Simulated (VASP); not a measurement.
A run of VASP 6.6.1 is set up as follows.

The input INCAR:

```
PREC     = Accurate       # precision mode
ENCUT    = 600            # plane-wave cutoff, eV
EDIFF    = 1E-7           # SCF threshold, eV
ISMEAR   = 0              # smearing method
SIGMA    = 0.1            # smearing width, eV
LREAL    = False          # projectors in reciprocal space
LASPH    = True           # aspherical terms in the spheres
NELM     = 100            # most SCF steps
ALGO     = Normal         # electronic algorithm
ISIF     = 3              # what is computed and relaxed
LWAVE    = False          # write WAVECAR
LCHARG   = False          # write CHGCAR
GGA      = PE             # functional
IBRION   = 2              # ionic algorithm
NSW      = 90             # ionic steps
EDIFFG   = -0.04          # ionic threshold
```

Contents of KPOINTS:

```
regular mesh
0
Gamma
  6 6 6
```

File POSCAR:

```
WS
1.0
    3.4448484800      0.0000000000      0.0000000000
    0.0000000000      3.4448484800      0.0000000000
    0.0000000000      0.0000000000      3.4448484800
W S
1 1
Direct
    0.5000000000      0.5000000000      0.5000000000
    0.0000000000      0.0000000000      0.0000000000
```

Potentials or basis: VASP PAW PBE potentials, release 64 (W_sv, S).

Command:

```bash
$ cat potpaw_PBE.64/W_sv/POTCAR potpaw_PBE.64/S/POTCAR > POTCAR
$ mpirun -np 1 vasp_std > vasp.out
```

**Question.** Estimate the relaxed cell.

**Answer.** a = 3.008 Å, b = 3.008 Å, c = 3.008 Å, α = 90.00°, β = 90.00°, γ = 90.00°.

**Question.** Predict the space group after relaxing (to 0.05 Å).

**Answer.** Pm-3m (No. 221).

**Question.** What does it give for the relaxed volume?

**Answer.** 13.61 Å³/atom.

**Question.** Predict the band gap on the k mesh.

**Answer.** Zero (band 10 reaches 15.12 eV, above the bottom of band 11 at 11.44 eV).

Step by step:
| step | energy change (eV) | largest force (eV/Å) | pressure (GPa) | volume (Å³) |
| --- | --- | --- | --- | --- |
| 1 | 0.0000 | 0.0000 | -36.42 | 40.88 |
| 2 | 1.2966 | 0.0000 | 198.51 | 19.09 |
| 3 | -2.3282 | 0.0000 | -7.67 | 28.17 |
| 4 | -2.3472 | 0.0000 | -3.31 | 27.62 |
| 5 | -2.3512 | 0.0000 | 0.10 | 27.23 |

Caveat: the volume moved by over 15 % at a fixed basis, so the end points are rough; spin-orbit coupling is left out, which moves the levels of the heavy elements.
